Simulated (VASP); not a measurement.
# Ru (P6_3/mmc) in VASP: notebook

The runs below take Ru through single point, with revPBE.

Program: VASP 6.6.1. These are calculated values, not measurements. Logs are shortened: lines on timing, memory, paths and dates and some standing lists are left out, and cuts for length are marked.

### 1 The cell of the first run

Symmetry: P6_3/mmc, No. 194, hexagonal system. The conventional cell has a = 2.720 Å, b = 2.720 Å, c = 8.731 Å, α = 90.00°, β = 90.00°, γ = 120.00°. Ru (site symmetry -3m) has 12 Ru at 2.69 to 2.72 Å within 3.5 Å. Within 3.5 Å of Ru (site symmetry -6m2) lie 12 Ru at 2.69 to 2.72 Å.

### 2 Single point, revPBE (13.98 Å³/atom)

The input, INCAR:

```
SYSTEM = Ru
PREC     = Accurate       ! precision mode
ENCUT    = 520            ! plane-wave cutoff, eV
EDIFF    = 1E-7           ! SCF threshold, eV
ISMEAR   = -1             ! smearing method
SIGMA    = 0.1            ! smearing width, eV
LREAL    = .FALSE.        ! projectors in reciprocal space
LASPH    = .TRUE.         ! aspherical terms in the spheres
NELM     = 100            ! most SCF steps
ALGO     = Normal         ! electronic algorithm
ISIF     = 2              ! what is computed and relaxed
LWAVE    = .FALSE.        ! write WAVECAR
LCHARG   = .FALSE.        ! write CHGCAR
GGA      = RE             ! functional
NBANDS   = 36             ! bands
```

The input, KPOINTS:

```
regular mesh
0
G
  15 15 4
  0 0 0
```

The input, POSCAR:

```
Ru
1.0
    2.7195745511      0.0000000000      0.0000000000
   -1.3597872755      2.3552206487      0.0000000000
    0.0000000000      0.0000000000      8.7307189225
Ru
4
Direct
    0.0000000000      0.0000000000      0.0000000000
    0.0000000000      1.0000000000      0.5000000000
    0.3333333333      0.6666666667      0.2500000000
    0.6666666667      0.3333333333      0.7500000000
```

Potentials or basis: VASP PAW PBE potentials, release 64 (Ru_pv).

Command:

```bash
> cat potpaw_PBE.64/Ru_pv/POTCAR > POTCAR
> mpirun -np 1 vasp_std > vasp.out
```

OUTCAR:

```text
SYSTEM = Ru
   PREC = Accurate
   ENCUT = 520
   EDIFF = 1E-7
   ISMEAR = -1
   LREAL = .FALSE.
   LASPH = .TRUE.
   NELM = 100
   ISIF = 2
   GGA = RE

 ion  position               nearest neighbor table
   1  0.000  0.000  0.000-   3 2.69   4 2.69   3 2.69   4 2.69   4 2.69   3 2.69
   2  0.000  0.000  0.500-   3 2.69   4 2.69   3 2.69   4 2.69   4 2.69   3 2.69
   3  0.333  0.667  0.250-   1 2.69   2 2.69   1 2.69   2 2.69   1 2.69   2 2.69
   4  0.667  0.333  0.750-   1 2.69   2 2.69   1 2.69   2 2.69   1 2.69   2 2.69

  LATTYP: Found a hexagonal cell.
 ALAT       =     2.7195745511
 C/A-ratio  =     3.2103252764

  Lattice vectors:

 A1 = (   2.7195745511,   0.0000000000,   0.0000000000)
 A2 = (  -1.3597872755,   2.3552206487,   0.0000000000)
 A3 = (   0.0000000000,   0.0000000000,   8.7307189225)

Analysis of symmetry for initial positions (statically):
=====================================================================
 Subroutine PRICEL returns:
 Original cell was already a primitive cell.

 Routine SETGRP: Setting up the symmetry group for a
 hexagonal supercell.

 Subroutine GETGRP returns: Found 24 space group operations
 (whereof 12 operations were pure point group operations)
 out of a pool of 24 trial point group operations.

The static configuration has the point symmetry D_3d.
 The point group associated with its full space group is D_6h.

Analysis of symmetry for dynamics (positions and initial velocities):
=====================================================================
 Subroutine PRICEL returns:
 Original cell was already a primitive cell.

 Routine SETGRP: Setting up the symmetry group for a
 hexagonal supercell.

 Subroutine GETGRP returns: Found 24 space group operations
 (whereof 12 operations were pure point group operations)
 out of a pool of 24 trial point group operations.

The dynamic configuration has the point symmetry D_3d.
 The point group associated with its full space group is D_6h.

 Subroutine INISYM returns: Found 24 space group operations
 (whereof 12 operations are pure point group operations),
 and found     1 'primitive' translations

----------------------------------------------------------------------------------------

                                     Primitive cell

  volume of cell :      55.9220

  direct lattice vectors                    reciprocal lattice vectors
     2.719574551  0.000000000  0.000000000     0.367704573  0.212294334  0.000000000
    -1.359787276  2.355220649  0.000000000     0.000000000  0.424588669  0.000000000
     0.000000000  0.000000000  8.730718922     0.000000000  0.000000000  0.114538105

  length of vectors
     2.719574551  2.719574551  8.730718922     0.424588669  0.424588669  0.114538105

  position of ions in fractional coordinates (direct lattice)
     0.000000000  0.000000000  0.000000000
     0.000000000  0.000000000  0.500000000
     0.333333333  0.666666667  0.250000000
     0.666666667  0.333333333  0.750000000

  ion indices of the primitive-cell ions
   primitive index   ion index
                 1           1
                 2           2
                 3           3
                 4           4

----------------------------------------------------------------------------------------

 KPOINTS: regular mesh

Automatic generation of k-mesh.
 Grid dimensions read from file:
 generate k-points for:   15   15    4

 Generating k-lattice:

  Cartesian coordinates                     Fractional coordinates (reciprocal lattice)
     0.024513638  0.014152956  0.000000000     0.066666667 -0.000000000  0.000000000
     0.000000000  0.028305911  0.000000000     0.000000000  0.066666667  0.000000000
     0.000000000  0.000000000  0.028634526     0.000000000  0.000000000  0.250000000

  Length of vectors
     0.028305911  0.028305911  0.028634526

  Shift w.r.t. Gamma in fractional coordinates (k-lattice)
     0.000000000  0.000000000  0.000000000

 Subroutine IBZKPT returns following result:
 ===========================================

 Found     81 irreducible k-points:

 Following reciprocal coordinates:
            Coordinates               Weight
  0.000000  0.000000  0.000000      1.000000
  0.066667 -0.000000  0.000000      6.000000
  0.133333  0.000000  0.000000      6.000000
  0.200000  0.000000  0.000000      6.000000
  0.266667  0.000000  0.000000      6.000000
  0.333333  0.000000  0.000000      6.000000
[... 16 lines left out ...]
  0.333333  0.200000  0.000000     12.000000
  0.400000  0.200000  0.000000      6.000000
 [... further k-points ...]
   k-points           NKPTS =     81   k-points in BZ     NKDIM =     81   number of bands    NBANDS=     36
   number of dos      NEDOS =    301   number of ions     NIONS =      4
   total plane-waves  NPLWV =  28000
   dimension x,y,z NGX =    20 NGY =   20 NGZ =   70
   dimension x,y,z NGXF=    40 NGYF=   40 NGZF=  140
   ions per type =               4
   NGX,Y,Z   is equivalent  to a cutoff of  12.23, 12.23, 13.33 a.u.
   NGXF,Y,Z  is equivalent  to a cutoff of  24.45, 24.45, 26.66 a.u.
 SYSTEM =  Ru
   PREC   = accura    normal or accurate (medium, high low for compatibility)
   ISTART =      0    job   : 0-new  1-cont  2-samecut
   ICHARG =      2    charge: 1-file 2-atom 10-const
   ISPIN  =      1    spin polarized calculation?
   LNONCOLLINEAR =      F non collinear calculations
   LSORBIT =      F    spin-orbit coupling
   LASPH  =      T    aspherical Exc in radial PAW
   ENCUT  =  520.0 eV  38.22 Ry    6.18 a.u.   5.06  5.06 16.23*2*pi/ulx,y,z
   NELM   =    100;   NELMIN=  2; NELMDL= -5     # of ELM steps
   EDIFF  = 0.1E-06   stopping-criterion for ELM
   LREAL  =      F    real-space projection
   EDIFFG = 0.1E-05   stopping-criterion for IOM
   NSW    =      0    number of steps for IOM
   IBRION =     -1    ionic relax: 0-MD 1-quasi-New 2-CG
   NFREE  =      0    steps in history (QN), initial steepest desc. (CG)
   ISIF   =      2    stress and relaxation
   ISYM   =      2    0-nonsym 1-usesym 2-fastsym
   POTIM  = 0.5000    time-step for ionic-motion
   TEBEG  =    0.0;   TEEND  =   0.0 temperature during run
   PSTRESS=    0.0 pullay stress
   NELECT =      56.0000    total number of electrons
   NUPDOWN=      -1.0000    fix difference up-down
   EMIN   =  10.00;   EMAX   =-10.00  energy-range for DOS
   EFERMI =   0.00;   METHOD = LEGACY
   ISMEAR =    -1;   SIGMA  =   0.10  broadening in eV -4-tet -1-fermi 0-gaus
   EFERMI_NEDOS =   21; number of points for ismear=-14 and -15
   IALGO  =     38    algorithm
   IMIX   =      4    mixing-type and parameters
     AMIX     =   0.40;   BMIX     =  1.00
     AMIX_MAG =   1.60;   BMIX_MAG =  1.00
  volume/ion in A,a.u.               =      13.98        94.35
  Fermi-wavevector in a.u.,A,eV,Ry     =   1.637860  3.095106 36.498768  2.682584
  Thomas-Fermi vector in A             =   2.728929
   LORBIT       =      0    0 simple, 1 ext, 2 COOP (PROOUT), +10 PAW based schemes
   GGA     = RE    functional components
   LHFCALC =     F    Hartree Fock is set to
   AEXX    =    0.0000 exact exchange contribution
   IVDW    =     0    specifies the selected vdW correction
   LEPSILON=     F    determine dielectric tensor
   LRPA    =     F    only Hartree local field effects (RPA)
 non-spin polarized calculation
  energy-cutoff  :      520.00
  volume of cell :       55.92
 maximum number of plane-waves:      1545
   NGX = 11   NGY = 11   NGZ = 33

 number of electron      55.9999986 magnetization

 Free energy of the ion-electron system (eV)
  ---------------------------------------------------
  ext. energy  EPLUGINS =         0.00000000
  ---------------------------------------------------
  free energy    TOTEN  =       -34.66192417 eV

  energy without entropy =      -34.51745273  energy(sigma->0) =      -34.58968845

 E-fermi :  12.3520     XC(G=0): -13.8827

 val. band max:       12.3483743428   @ k =   0.0667   0.0667   0.2500
 cond. band min:      12.3609462018   @ k =   0.4000   0.0667   0.2500
 fundamental gap:      0.0125718590
 Fermi energy:        12.3520323357

 k-point     1 :       0.0000    0.0000    0.0000
  band No.  band energies     occupation
      1     -31.1328      2.00000
      2     -30.6685      2.00000
      3     -30.6145      2.00000
      4     -30.2967      2.00000
      5     -30.2967      2.00000
      6     -30.2363      2.00000
[... 28 lines left out ...]
     35      13.8197      0.00000
     36      13.8197      0.00000

 k-point     2 :       0.0667   -0.0000    0.0000
  band No.  band energies     occupation
      1     -31.1191      2.00000
      2     -30.6726      2.00000
      3     -30.6204      2.00000
      4     -30.3271      2.00000
      5     -30.3067      2.00000
      6     -30.2567      2.00000
[... 28 lines left out ...]
     35      13.8417      0.00000
     36      15.0877      0.00000

 k-point     3 :       0.1333    0.0000    0.0000
  band No.  band energies     occupation
      1     -31.0794      2.00000
      2     -30.6904      2.00000
      3     -30.6447      2.00000
      4     -30.4109      2.00000
      5     -30.3345      2.00000
      6     -30.3070      2.00000
[... 28 lines left out ...]
     35      13.9038      0.00000
     36      16.6264      0.00000

 k-point     4 :       0.2000    0.0000    0.0000
  band No.  band energies     occupation
      1     -31.0181      2.00000
      2     -30.7378      2.00000
      3     -30.7022      2.00000
      4     -30.5286      2.00000
      5     -30.4234      2.00000
      6     -30.3742      2.00000
[... 28 lines left out ...]
     35      13.9895      0.00000
     36      18.2187      0.00000

 k-point     5 :       0.2667    0.0000    0.0000
  band No.  band energies     occupation
      1     -30.9476      2.00000
      2     -30.8264      2.00000
      3     -30.7886      2.00000
      4     -30.6562      2.00000
      5     -30.5734      2.00000
      6     -30.4184      2.00000
[... 655 lines left out ...]
 k-point    22 :       0.2667    0.2000    0.0000
  band No.  band energies     occupation
      1     -30.9540      2.00000
      2     -30.9386      2.00000
      3     -30.8203      2.00000
      4     -30.7693      2.00000
      5     -30.7635      2.00000
      6     -30.6060      2.00000
[... 28 lines left out ...]
     35      16.8038      0.00000
     36      22.0674      0.00000

 k-point    23 :       0.3333    0.2000    0.0000
  band No.  band energies     occupation
      1     -30.9940      2.00000
      2     -30.9735      2.00000
      3     -30.8515      2.00000
      4     -30.8134      2.00000
      5     -30.7005      2.00000
      6     -30.6366      2.00000
[... 28 lines left out ...]
     35      18.0939      0.00000
     36      20.3217      0.00000

 k-point    24 :       0.4000    0.2000    0.0000
  band No.  band energies     occupation
      1     -31.0092      2.00000
      2     -30.9854      2.00000
      3     -30.8509      2.00000
      4     -30.8389      2.00000
      5     -30.6725      2.00000
      6     -30.6406      2.00000
[... 28 lines left out ...]
     35      18.7822      0.00000
     36      19.2487      0.00000

 [... further k-points ...]
[... 5 lines left out ...]
  --------------------------------------------------------------------------------------
  -------------------------------------------------------------------------------------
  Total       -0.2153708     -0.2153708      0.1732101     -0.0000000      0.0000000     -0.0000000
  in kB       -6.1704219     -6.1704219      4.9625079     -0.0000000      0.0000000     -0.0000000
  external PRESSURE =      -2.4594453 kB  Pullay stress =       0.0000000 kB

 VOLUME and BASIS-vectors are now :
 -----------------------------------------------------------------------------
  energy-cutoff  :      520.00
  volume of cell :       55.92
      direct lattice vectors                 reciprocal lattice vectors
     2.719574551  0.000000000  0.000000000     0.367704573  0.212294334  0.000000000
    -1.359787276  2.355220649  0.000000000     0.000000000  0.424588669  0.000000000
     0.000000000  0.000000000  8.730718922     0.000000000  0.000000000  0.114538105

 POSITION                                       TOTAL-FORCE (eV/Angst)
 -----------------------------------------------------------------------------------
      0.00000      0.00000      0.00000        -0.000000     -0.000000      0.000000
      0.00000      0.00000      4.36536        -0.000000     -0.000000      0.000000
     -0.00000      1.57015      2.18268         0.000000     -0.000000      0.000000
      1.35979      0.78507      6.54804        -0.000000      0.000000     -0.000000
 -----------------------------------------------------------------------------------
    total drift:                                0.000000     -0.000000      0.000000

  FREE ENERGIE OF THE ION-ELECTRON SYSTEM (eV)
  ---------------------------------------------------
  free  energy   TOTEN  =       -34.6619241722 eV

  energy  without entropy=      -34.5174527330  energy(sigma->0) =      -34.58968845
```

Wall time 80 s (1 thread of AMD EPYC 9R45 (Zen 5), shared host); peak memory 0.22 GiB.

Results:

```
Free energy            : -34.6619 eV
Pressure               : -0.2 GPa
Band gap on the k mesh : zero (bands 28 and 29 overlap by 2.67 eV)
```

Caveat: the PAW data sets were made with another functional, which shifts forces and pressure a little.

### 3 Single point, revPBE (14.54 Å³/atom)

This run uses another cell than the first one, of 14.54 Å³/atom.

The input, INCAR:

```
SYSTEM = Ru
PREC = Accurate ; ENCUT = 520
EDIFF = 1E-7 ; ISMEAR = -1
SIGMA = 0.1 ; LREAL = .FALSE.
LASPH = .TRUE. ; NELM = 80
ALGO = Normal ; ISIF = 2
LWAVE = .FALSE. ; LCHARG = .TRUE.
GGA = RE ; LELF = .TRUE.
LVHAR = .TRUE. ; NBANDS = 36
```

The input, KPOINTS:

```
Automatic mesh
0
G
  15 15 4
  0 0 0
```

The input, POSCAR:

```
Ru
1.0
    2.7553625308      0.0000000000      0.0000000000
   -1.3776812654      2.3862139483      0.0000000000
    0.0000000000      0.0000000000      8.8456099785
Ru
4
Direct
    0.0000000000      0.0000000000      0.0000000000
    0.0000000000      1.0000000000      0.5000000000
    0.3333333333      0.6666666667      0.2500000000
    0.6666666667      0.3333333333      0.7500000000
```

Potentials or basis: VASP PAW PBE potentials, release 64 (Ru_pv).

Command:

```bash
> cat potpaw_PBE.64/Ru_pv/POTCAR > POTCAR
> mpirun -np 1 vasp_std > vasp.out
```

Run time: 85 s. Hardware: 1 thread of AMD EPYC 9R45 (Zen 5), shared host; peak memory 0.22 GiB.

Results (log left out):

| Property | Result |
| --- | --- |
| Free energy | -34.5841 eV |
| Pressure | -10.7 GPa |
| Band gap on the k mesh | zero (bands 28 and 29 overlap by 2.50 eV) |

Stress tensor (GPa, compression positive):
```
-10.92   0.00   0.00
  0.00 -10.92   0.00
  0.00   0.00 -10.31
```

Levels at points of the mesh, in eV from the Fermi level:
| k point | band 24 | band 25 | band 26 | band 27 | band 28 | band 29 | band 30 | band 31 | band 32 | band 33 |
| --- | --- | --- | --- | --- | --- | --- | --- | --- | --- | --- |
| (0.00, 0.00, 0.00) | -2.01 | -2.01 | -1.92 | -1.92 | -0.74 | -0.74 | -0.09 | -0.09 | 0.51 | 0.51 |
| (0.00, 0.00, 0.50) | -2.19 | -2.19 | -2.19 | -0.62 | -0.62 | -0.37 | -0.37 | -0.37 | -0.37 | 0.96 |

Caveat: the cell stands under tension; the PAW data sets were made with another functional, which shifts forces and pressure a little.
